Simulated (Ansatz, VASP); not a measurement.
BeSb in VASP and in Ansatz

The input INCAR:

```
PREC = Accurate
ENCUT = 600
EDIFF = 1E-7
ISMEAR = 0
SIGMA = 0.1
LREAL = F
LASPH = T
NELM = 60
ALGO = Normal
ISIF = 3
LWAVE = F
LCHARG = F
GGA = PE
IBRION = 2
NSW = 100
EDIFFG = -0.01
```

Contents of KPOINTS:

```
regular mesh
0
Gamma
  18 18 16
```

The input POSCAR:

```
BeSb
1.0
    3.5553843938      0.0000000000      0.0000000000
   -1.7776921969      3.0790532052      0.0000000000
    0.0000000000      0.0000000000      3.4770287902
Be Sb
1 1
Direct
    0.0000000000      0.0000000000      0.0000000000
    0.3333333333      0.6666666667      0.5000000000
```

Input for Ansatz:

```yaml
crystal:
  lattice:
    - [3.5553843938, 0.0, 0.0]
    - [-1.7776921969, 3.0790532052, 0.0]
    - [0.0, 0.0, 3.4770287902]
  atoms:
    - { symbol: Be, position: [0.0, 0.0, 0.0] }
    - { symbol: Sb, position: [0.3333333333, 0.6666666667, 0.5] }
basis:
  ecutwfc: 420
kpoints:
  mp_grid: { grid: [18, 18, 16] }
hamiltonian:
  xc: pbe
scf:
  occupations: { method: gaussian, width: 0.1 }
output:
  forces: true
  stress: true
  eigenvalues: true
  write_density: true
  write_potential: true
  elf: true
  volumetric_format: npy
relax:
  adjacent_minimum: "off"
  f_tol: 0.01
  max_steps: 80
  cell: { stress_tol: 0.05 }
```

Alike in both runs: task relaxation of cell and atoms; functional PBE; k mesh 18 × 18 × 16; occupations gaussian, width 0.1 eV; no spin polarisation.

|  | VASP | Ansatz |
| --- | --- | --- |
| version | VASP 6.6.1 | Ansatz 0.2.0 |
| potentials or method | VASP PAW PBE potentials, release 64 (Be, Sb), cutoff 600 eV | scalar-relativistic, plane waves, PAW |
| valence electrons in the cell | 7 | 17 |

```csv
,VASP,Ansatz,Ansatz less VASP
"gap on the k mesh at the Fermi level, each at its own relaxed structure (eV)",none,none,-
relaxed volume (Å³/atom),19.84,19.79,-0.049
relaxed length of the cell vector where the two differ most in proportion (Å),3.882,3.879,-0.0033
```

A gap of «none» marks a metal or a gap that the smearing closes. VASP's potentials hold 7 valence electrons a cell and Ansatz's 17, so a difference there can come from the potentials and not from the codes.

Spin-orbit coupling is off throughout.
